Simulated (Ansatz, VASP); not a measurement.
Two plane-wave programs on VSi2

```
V Si
1.0
     4.53480    0.00000    0.00000
    -2.26740    3.92725    0.00000
     0.00000    0.00000    6.31890
V Si
3 6
Direct
  0.00000 0.50000 0.16667
  0.50000 0.50000 0.83333
  0.50000 0.00000 0.50000
  0.83751 0.67501 0.50000
  0.16249 0.83751 0.83333
  0.67501 0.83751 0.16667
  0.16249 0.32499 0.50000
  0.83751 0.16249 0.83333
  0.32499 0.16249 0.16667
```

Alike in both runs: task single point; functional PBE; k mesh 6 × 6 × 4; occupations gaussian, width 0.1 eV; collinear spin.

|  | VASP | Ansatz |
| --- | --- | --- |
| version | VASP 6.6.1 | Ansatz 0.2.0 |
| potentials or method | VASP PAW PBE potentials, release 64 (V_sv, Si), cutoff 520 eV | scalar-relativistic, plane waves, PAW |
| valence electrons in the cell | 63 | 63 |

```tsv
	VASP	Ansatz	Ansatz less VASP
gap on the k mesh at the Fermi level (eV)	none	none	-
pressure (GPa)	3.9	3.9	-0.02
traceless stress, the component that is largest in VASP (GPa)	0.90	0.90	+0.001
rms of the force components (eV/Å)	0.038	0.039	+0.0011
net moment per atom (μB)	0.00	0.00	0.000
```

Atom by atom the forces differ by 0.001 eV/Å (rms over components). A gap of «none» marks a metal or a gap that the smearing closes. The functional is the same, so the differences come from potentials, cutoffs and numerics. Ansatz's warnings: seeded moment not kept.
